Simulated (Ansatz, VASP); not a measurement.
Two plane-wave programs on BaS

```
CELL_PARAMETERS angstrom
-3.29811 -0.02895 -3.14970
-3.34171 -3.21948 0.01465
-6.63608 3.15750 3.21851
ATOMIC_POSITIONS crystal
Ba 0.24956 0.24646 0.25750
Ba 0.76245 0.75219 0.76009
S 0.46212 0.51379 0.50142
S 0.02588 0.98757 0.98100
```

Change from the starting cell: cell x2, atoms moved at random (sigma 0.15 Å) and cell strained at random (1.5 %), then relaxed without symmetry.

Alike in both runs: task relaxation of cell and atoms; functional PBE; k mesh 4 × 4 × 4; occupations gaussian, width 0.1 eV; no spin polarisation.

|  | VASP | Ansatz |
| --- | --- | --- |
| version | VASP 6.6.1 | Ansatz 0.2.0 |
| potentials or method | VASP PAW PBE potentials, release 64 (Ba_sv, S), cutoff 600 eV | scalar-relativistic, plane waves, PAW |
| valence electrons in the cell | 32 | 32 |

VASP gave:

| Property | Result |
| --- | --- |
| gap on the k mesh at the Fermi level, each at its own relaxed structure (eV) | 2.16 |
| relaxed volume (Å³/atom) | 33.65 |
| relaxed cell length with the largest relative difference (Å) | 7.906 |

Task: What did Ansatz give for the same quantities?

Result: gap on the k mesh at the Fermi level, each at its own relaxed structure (eV): 2.23; relaxed volume (Å³/atom): 33.27; relaxed cell length with the largest relative difference (Å): 7.870.

Spin-orbit coupling is off throughout.
